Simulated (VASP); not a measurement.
**SiNi (NiAs type): single point with PBE**

The system is SiNi (NiAs type).

```
Ni Si
1.0
     3.51007    0.00000    0.00000
    -1.75503    3.03981    0.00000
     0.00000    0.00000    4.82218
Ni Si
2 2
Direct
  0.00000 0.00000 0.00000
  0.00000 0.00000 0.50000
  0.33333 0.66667 0.25000
  0.66667 0.33333 0.75000
```

```yaml
Program: VASP 6.6.1
Task: single point
Functional: PBE
Potentials_or_basis: VASP PAW PBE potentials, release 64 (Ni, Si)
Cutoff: 520 eV
k_mesh: 11 × 11 × 6
Occupations: fermi-dirac, width 0.1 eV
Spin: no spin polarisation
Dipole_correction: no
Further_INCAR_settings: ALGO = Normal; EDIFF = 1e-06; NBANDS = 22
```

```yaml
Pressure: 0.0 GPa
Band_gap_on_the_k_mesh: zero (band 14 reaches 12.79 eV, above the bottom of band 15 at 7.88 eV)
```

Stress tensor (GPa, compression positive):
```
-0.13  0.00  0.00
 0.00 -0.13  0.00
 0.00  0.00  0.15
```

Levels at points of the mesh, in eV from the Fermi level:
```tsv
k point	band 11	band 12	band 13	band 14	band 15	band 16	band 17	band 18
(0.00, 0.00, 0.00)	-1.47	-1.47	0.33	2.37	2.37	4.64	4.64	5.20
(0.00, 0.00, 0.50)	-2.43	-2.43	2.28	2.28	4.25	4.25	4.25	4.25
```

Wall time 37 s on 1 thread of AMD EPYC 9R45 96-Core Processor (Zen 5), with other jobs on the host, peak memory 0.18 GiB.

Spin polarisation is off, so any magnetic state and its effect on volume and gap are missing.
